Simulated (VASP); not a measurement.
# HfSi2 in VASP: further runs

Runs on HfSi2. Level: PBEsol. Tasks: single point.

Everything below comes from runs of VASP 6.6.1. Logs are shortened: lines on timing, memory, paths and dates and some standing lists are left out, and cuts for length are marked.

### 1 The cell of the first run

The cell holds a slab with vacuum, 12 atoms: a = 3.636 Å, b = 3.650 Å, c = 27.762 Å, α = 90.00°, β = 90.00°, γ = 90.00°.

### 2 Single point, PBEsol

INCAR reads:

```
SYSTEM = HfSi2
  PREC = Accurate
  ENCUT = 520
  EDIFF = 1E-6
  ISMEAR = 0
  SIGMA = 0.1
  LREAL = .False.
  LASPH = .True.
  NELM = 80
  ALGO = Normal
  ISIF = 2
  LWAVE = .False.
  LCHARG = .False.
  LDIPOL = .True.
  IDIPOL = 3
  DIPOL = 0.5 0.5 0.500
  GGA = PS
  NBANDS = 48
```

KPOINTS reads:

```
regular mesh
0
Gamma
  10 10 1
  0 0 0
```

POSCAR reads:

```
HfSi2
1.0
    3.6361020322      0.0000000000      0.0000000000
    0.0000000000      3.6500014011      0.0000000000
    0.0000000000      0.0000000000     27.7618170813
Si Hf
8 4
Direct
    0.7500000000      0.0000000000      0.2767454069
    0.2500000000      0.0000000000      0.3708644727
    0.7500000000      0.5000000000      0.3711558062
    0.2500000000      0.5000000000      0.4712174760
    0.7500000000      0.5000000000      0.5287825187
    0.2500000000      0.5000000000      0.6288442017
    0.7500000000      0.0000000000      0.6291355347
    0.2500000000      0.0000000000      0.7232545857
    0.2500000000      0.5000000000      0.2965743428
    0.7500000000      0.0000000000      0.4464316556
    0.2500000000      0.0000000000      0.5535683427
    0.7500000000      0.5000000000      0.7034256565
```

Potentials or basis: VASP PAW PBE potentials, release 64 (Si, Hf_pv).

Run with:

```
cat potpaw_PBE.64/Si/POTCAR potpaw_PBE.64/Hf_pv/POTCAR > POTCAR
mpirun -np 1 vasp_std > vasp.out
```

OUTCAR:

```text
SYSTEM = HfSi2
   PREC = Accurate
   ENCUT = 520
   EDIFF = 1E-6
   ISMEAR = 0
   LREAL = .False.
   LASPH = .True.
   NELM = 80
   ISIF = 2
   GGA = PS

 ion  position               nearest neighbor table
   1  0.750  0.000  0.277-   9 2.63   9 2.63   9 2.63   9 2.63
   2  0.250  0.000  0.371-   3 2.58   3 2.58   3 2.58   3 2.58   9 2.75   9 2.75  10 2.78  10 2.78

   3  0.750  0.500  0.371-   2 2.58   2 2.58   2 2.58   2 2.58   9 2.76   9 2.76  10 2.77  10 2.77

   4  0.250  0.500  0.471-   5 2.42   5 2.42  10 2.67  10 2.67  10 2.67  10 2.67  11 2.93  11 2.93

   5  0.750  0.500  0.529-   4 2.42   4 2.42  11 2.67  11 2.67  11 2.67  11 2.67  10 2.93  10 2.93

   6  0.250  0.500  0.629-   7 2.58   7 2.58   7 2.58   7 2.58  12 2.76  12 2.76  11 2.77  11 2.77

   7  0.750  0.000  0.629-   6 2.58   6 2.58   6 2.58   6 2.58  12 2.75  12 2.75  11 2.78  11 2.78

   8  0.250  0.000  0.723-  12 2.63  12 2.63  12 2.63  12 2.63
   9  0.250  0.500  0.297-   1 2.63   1 2.63   1 2.63   1 2.63   2 2.75   2 2.75   3 2.76   3 2.76

  10  0.750  0.000  0.446-   4 2.67   4 2.67   4 2.67   4 2.67   3 2.77   3 2.77   2 2.78   2 2.78
                             5 2.93   5 2.93  11 3.49  11 3.49
  11  0.250  0.000  0.554-   5 2.67   5 2.67   5 2.67   5 2.67   6 2.77   6 2.77   7 2.78   7 2.78
                             4 2.93   4 2.93  10 3.49  10 3.49
  12  0.750  0.500  0.703-   8 2.63   8 2.63   8 2.63   8 2.63   7 2.75   7 2.75   6 2.76   6 2.76

  LATTYP: Found a simple orthorhombic cell.
 ALAT       =     3.6361020322
 B/A-ratio  =     1.0038226014
 C/A-ratio  =     7.6350489715

  Lattice vectors:

 A1 = (   3.6361020322,   0.0000000000,   0.0000000000)
 A2 = (   0.0000000000,   3.6500014011,   0.0000000000)
 A3 = (   0.0000000000,   0.0000000000,  27.7618170813)

Analysis of symmetry for initial positions (statically):
=====================================================================
 Subroutine PRICEL returns:
 Original cell was already a primitive cell.

 Routine SETGRP: Setting up the symmetry group for a
 simple orthorhombic supercell.

 Subroutine GETGRP returns: Found  8 space group operations
 (whereof  4 operations were pure point group operations)
 out of a pool of  8 trial point group operations.

The static configuration has the point symmetry C_2h.
 The point group associated with its full space group is D_2h.

Analysis of symmetry for dynamics (positions and initial velocities):
=====================================================================
 Subroutine PRICEL returns:
 Original cell was already a primitive cell.

 Routine SETGRP: Setting up the symmetry group for a
 simple orthorhombic supercell.

 Subroutine GETGRP returns: Found  8 space group operations
 (whereof  4 operations were pure point group operations)
 out of a pool of  8 trial point group operations.

The dynamic configuration has the point symmetry C_2h.
 The point group associated with its full space group is D_2h.

 Subroutine INISYM returns: Found  8 space group operations
 (whereof  4 operations are pure point group operations),
 and found     1 'primitive' translations

----------------------------------------------------------------------------------------

                                     Primitive cell

  volume of cell :     368.4487

  direct lattice vectors                    reciprocal lattice vectors
     3.636102032  0.000000000  0.000000000     0.275019785  0.000000000  0.000000000
     0.000000000  3.650001401  0.000000000     0.000000000  0.273972498  0.000000000
     0.000000000  0.000000000 27.761817081     0.000000000  0.000000000  0.036020697

  length of vectors
     3.636102032  3.650001401 27.761817081     0.275019785  0.273972498  0.036020697

  position of ions in fractional coordinates (direct lattice)
     0.750000000  0.000000000  0.276745407
     0.250000000  0.000000000  0.370864473
     0.750000000  0.500000000  0.371155806
     0.250000000  0.500000000  0.471217476
     0.750000000  0.500000000  0.528782519
     0.250000000  0.500000000  0.628844202
     0.750000000  0.000000000  0.629135535
     0.250000000  0.000000000  0.723254586
     0.250000000  0.500000000  0.296574343
     0.750000000  0.000000000  0.446431656
     0.250000000  0.000000000  0.553568343
     0.750000000  0.500000000  0.703425657

  ion indices of the primitive-cell ions
   primitive index   ion index
                 1           1
                 2           2
                 3           3
                 4           4
                 5           5
                 6           6
                 7           7
                 8           8
                 9           9
                10          10
                11          11
                12          12

----------------------------------------------------------------------------------------

 KPOINTS: regular mesh

Automatic generation of k-mesh.
 Grid dimensions read from file:
 generate k-points for:   10   10    1

 Generating k-lattice:

  Cartesian coordinates                     Fractional coordinates (reciprocal lattice)
     0.027501979  0.000000000  0.000000000     0.100000000  0.000000000  0.000000000
     0.000000000  0.027397250  0.000000000     0.000000000  0.100000000  0.000000000
     0.000000000  0.000000000  0.036020697     0.000000000  0.000000000  1.000000000

  Length of vectors
     0.027501979  0.027397250  0.036020697

  Shift w.r.t. Gamma in fractional coordinates (k-lattice)
     0.000000000  0.000000000  0.000000000

 Subroutine IBZKPT returns following result:
 ===========================================

 Found     36 irreducible k-points:

 Following reciprocal coordinates:
            Coordinates               Weight
  0.000000  0.000000  0.000000      1.000000
  0.100000  0.000000  0.000000      2.000000
  0.200000  0.000000  0.000000      2.000000
  0.300000  0.000000  0.000000      2.000000
  0.400000  0.000000  0.000000      2.000000
  0.500000  0.000000  0.000000      1.000000
[... 16 lines left out ...]
  0.400000  0.300000  0.000000      4.000000
  0.500000  0.300000  0.000000      2.000000
 [... further k-points ...]
   k-points           NKPTS =     36   k-points in BZ     NKDIM =     36   number of bands    NBANDS=     48
   number of dos      NEDOS =    301   number of ions     NIONS =     12
   total plane-waves  NPLWV = 164640
   dimension x,y,z NGX =    28 NGY =   28 NGZ =  210
   dimension x,y,z NGXF=    56 NGYF=   56 NGZF=  420
   ions per type =               8   4
   NGX,Y,Z   is equivalent  to a cutoff of  12.80, 12.75, 12.58 a.u.
   NGXF,Y,Z  is equivalent  to a cutoff of  25.60, 25.51, 25.15 a.u.
 SYSTEM =  HfSi2
   PREC   = accura    normal or accurate (medium, high low for compatibility)
   ISTART =      0    job   : 0-new  1-cont  2-samecut
   ICHARG =      2    charge: 1-file 2-atom 10-const
   ISPIN  =      1    spin polarized calculation?
   LNONCOLLINEAR =      F non collinear calculations
   LSORBIT =      F    spin-orbit coupling
   LASPH  =      T    aspherical Exc in radial PAW
   ENCUT  =  520.0 eV  38.22 Ry    6.18 a.u.   6.76  6.79 51.62*2*pi/ulx,y,z
   NELM   =     80;   NELMIN=  2; NELMDL= -5     # of ELM steps
   EDIFF  = 0.1E-05   stopping-criterion for ELM
   LREAL  =      F    real-space projection
[... 7 lines left out ...]
   TEBEG  =    0.0;   TEEND  =   0.0 temperature during run
   PSTRESS=    0.0 pullay stress
   NELECT =      72.0000    total number of electrons
   NUPDOWN=      -1.0000    fix difference up-down
   EMIN   =  10.00;   EMAX   =-10.00  energy-range for DOS
   EFERMI =   0.00;   METHOD = LEGACY
   ISMEAR =     0;   SIGMA  =   0.10  broadening in eV -4-tet -1-fermi 0-gaus
   EFERMI_NEDOS =   21; number of points for ismear=-14 and -15
   IALGO  =     38    algorithm
   IMIX   =      4    mixing-type and parameters
     AMIX     =   0.40;   BMIX     =  1.00
     AMIX_MAG =   1.60;   BMIX_MAG =  1.00
  volume/ion in A,a.u.               =      30.70       207.20
  Fermi-wavevector in a.u.,A,eV,Ry     =   0.950007  1.795252 12.279431  0.902513
  Thomas-Fermi vector in A             =   2.078343
   LORBIT       =      0    0 simple, 1 ext, 2 COOP (PROOUT), +10 PAW based schemes
   GGA     = PS    functional components
   LHFCALC =     F    Hartree Fock is set to
   AEXX    =    0.0000 exact exchange contribution
   IVDW    =     0    specifies the selected vdW correction
   LEPSILON=     F    determine dielectric tensor
   LRPA    =     F    only Hartree local field effects (RPA)
 non-spin polarized calculation
 Gauss-broadening in eV      SIGMA  =   0.10
  energy-cutoff  :      520.00
  volume of cell :      368.45
 maximum number of plane-waves:      9984
 NGX is ok and might be reduce to    28
   NGX = 13   NGY = 13   NGZ =103

 dipolmoment           0.000000      0.000000     -0.000000 electrons x Angstroem

 number of electron      71.9999998 magnetization

 dipolmoment           0.000000      0.000000      0.000000 electrons x Angstroem

 Free energy of the ion-electron system (eV)
  ---------------------------------------------------
  ext. energy  EPLUGINS =         0.00000000
  ---------------------------------------------------
  free energy    TOTEN  =       -92.80363803 eV

  energy without entropy =      -92.78688285  energy(sigma->0) =      -92.79526044

 E-fermi :   2.2981     XC(G=0):  -6.6793

 val. band max:        2.2926266355   @ k =   0.3000   0.3000   0.0000
 cond. band min:       2.3149337939   @ k =   0.2000   0.1000   0.0000
 fundamental gap:      0.0223071585
 Fermi energy:         2.2980716916

 k-point     1 :       0.0000    0.0000    0.0000
  band No.  band energies     occupation
      1     -28.2834      2.00000
      2     -28.1851      2.00000
      3     -28.1628      2.00000
      4     -28.1558      2.00000
      5     -28.1435      2.00000
      6     -28.1211      2.00000
[... 1213 lines left out ...]
     47       5.9522      0.00000
     48       5.9522      0.00000

 [... further k-points ...]

------------------------ aborting loop because EDIFF is reached ----------------------------------------

 vacuum level on the upper side and lower side of the slab       (xc-potential included)        -0.278        -0.278

  FORCE on cell =-STRESS in cart. coord.  units (eV):
  Direction    XX          YY          ZZ          XY          YZ          ZX
  --------------------------------------------------------------------------------------
  -------------------------------------------------------------------------------------
  Total       -1.2978670     -0.8042617      0.2298098      0.0000000      0.0000000      0.0000000
  in kB       -5.6436983     -3.4972849      0.9993145      0.0000000      0.0000000      0.0000000
  external PRESSURE =      -2.7138896 kB  Pullay stress =       0.0000000 kB

 VOLUME and BASIS-vectors are now :
 -----------------------------------------------------------------------------
  energy-cutoff  :      520.00
  volume of cell :      368.45
      direct lattice vectors                 reciprocal lattice vectors
     3.636102032  0.000000000  0.000000000     0.275019785  0.000000000  0.000000000
     0.000000000  3.650001401  0.000000000     0.000000000  0.273972498  0.000000000
     0.000000000  0.000000000 27.761817081     0.000000000  0.000000000  0.036020697

 POSITION                                       TOTAL-FORCE (eV/Angst)
 -----------------------------------------------------------------------------------
      2.72708      0.00000      7.68296         0.000000      0.000000     -0.005418
      0.90903      0.00000     10.29587        -0.000000      0.000000     -0.006180
      2.72708      1.82500     10.30396         0.000000     -0.000000     -0.005451
      0.90903      1.82500     13.08185         0.000000      0.000000     -0.003765
      2.72708      1.82500     14.67996         0.000000     -0.000000      0.003765
      0.90903      1.82500     17.45786         0.000000     -0.000000      0.005451
      2.72708      0.00000     17.46595         0.000000     -0.000000      0.006180
      0.90903      0.00000     20.07886         0.000000     -0.000000      0.005418
      0.90903      1.82500      8.23344         0.000000     -0.000000     -0.015651
      2.72708      0.00000     12.39375         0.000000     -0.000000      0.023950
      0.90903      0.00000     15.36806        -0.000000      0.000000     -0.023950
      2.72708      1.82500     19.52837         0.000000     -0.000000      0.015651
 -----------------------------------------------------------------------------------
    total drift:                                0.000000      0.000000      0.000073

  FREE ENERGIE OF THE ION-ELECTRON SYSTEM (eV)
  ---------------------------------------------------
  free  energy   TOTEN  =       -92.8036380343 eV

  energy  without entropy=      -92.7868828472  energy(sigma->0) =      -92.79526044

 vacuum level on the upper side and lower side of the slab         6.360         6.360
```

It took 28 min on 1 thread of Intel Xeon Platinum 8259CL at 2.50GHz (Skylake/Cascade Lake), shared host; peak memory 0.74 GiB.

Results:

- Free energy: -92.8036 eV
- Largest force: 0.024 eV/Å
- Band gap on the k mesh: zero (bands 36 and 37 overlap by 1.11 eV)

Forces on the atoms (eV/Å):
```
Si   0.000  0.000 -0.005
Si   0.000  0.000 -0.006
Si   0.000  0.000 -0.005
Si   0.000  0.000 -0.004
Si   0.000  0.000  0.004
Si   0.000  0.000  0.005
Si   0.000  0.000  0.006
Si   0.000  0.000  0.005
Hf   0.000  0.000 -0.016
Hf   0.000  0.000  0.024
Hf   0.000  0.000 -0.024
Hf   0.000  0.000  0.016
```

Levels at points of the mesh, in eV from the Fermi level:
| k point | band 34 | band 35 | band 36 | band 37 | band 38 | band 39 |
| --- | --- | --- | --- | --- | --- | --- |
| (0.00, 0.00, 0.00) | 0.58 | 0.79 | 0.81 | 0.82 | 0.84 | 0.85 |
| (0.50, 0.00, 0.00) | -0.61 | -0.09 | -0.09 | 0.20 | 0.20 | 0.56 |
| (0.00, 0.50, 0.00) | -0.56 | -0.55 | -0.05 | -0.03 | 0.34 | 0.41 |
| (0.50, 0.50, 0.00) | -1.94 | -1.94 | -1.94 | -0.03 | -0.03 | 1.54 |

Caveat: the PAW data sets were made with another functional, which shifts forces and pressure a little; spin-orbit coupling is left out, which moves the levels of the heavy elements.

### 3 Single point, PBEsol

Edit INCAR of step 2 so:

```diff
@@ -9,3 +9,3 @@
   NELM = 80
-  ALGO = Normal
+  ALGO = Fast
   ISIF = 2
```

KPOINTS is that of step 2.

POSCAR is that of step 2.

Potentials or basis: VASP PAW PBE potentials, release 64 (Si, Hf_pv).

Run with:

```
cat potpaw_PBE.64/Si/POTCAR potpaw_PBE.64/Hf_pv/POTCAR > POTCAR
mpirun -np 1 vasp_std > vasp.out
```

It took 41 min on 1 thread of Oxide Virtual Turin-like, shared host; peak memory 0.69 GiB.

The run converged. Its results:

```yaml
Free_energy: -92.8036 eV
Largest_force: 0.024 eV/Å
Band_gap_on_the_k_mesh: zero (bands 36 and 37 overlap by 1.11 eV)
```

Forces on the atoms (eV/Å):
```
Si   0.000  0.000 -0.005
Si   0.000  0.000 -0.006
Si   0.000  0.000 -0.005
Si   0.000  0.000 -0.004
Si   0.000  0.000  0.004
Si   0.000  0.000  0.005
Si   0.000  0.000  0.006
Si   0.000  0.000  0.005
Hf   0.000  0.000 -0.015
Hf   0.000  0.000  0.024
Hf   0.000  0.000 -0.024
Hf   0.000  0.000  0.015
```

Levels at points of the mesh, in eV from the Fermi level:
```csv
k point,band 33,band 34,band 35,band 36,band 37,band 38,band 39,band 40
"(0.00, 0.00, 0.00)",-1.27,0.58,0.79,0.81,0.82,0.84,0.85,1.25
"(0.50, 0.00, 0.00)",-0.61,-0.61,-0.09,-0.09,0.20,0.20,0.56,0.56
"(0.00, 0.50, 0.00)",-0.85,-0.56,-0.55,-0.05,-0.03,0.34,0.41,0.97
"(0.50, 0.50, 0.00)",-1.94,-1.94,-1.94,-1.94,-0.03,-0.03,1.54,1.54
```

Caveat: the PAW data sets were made with another functional, which shifts forces and pressure a little; spin-orbit coupling is left out, which moves the levels of the heavy elements.

The gap in the log of VASP goes by the Fermi energy; the results here count the filled bands.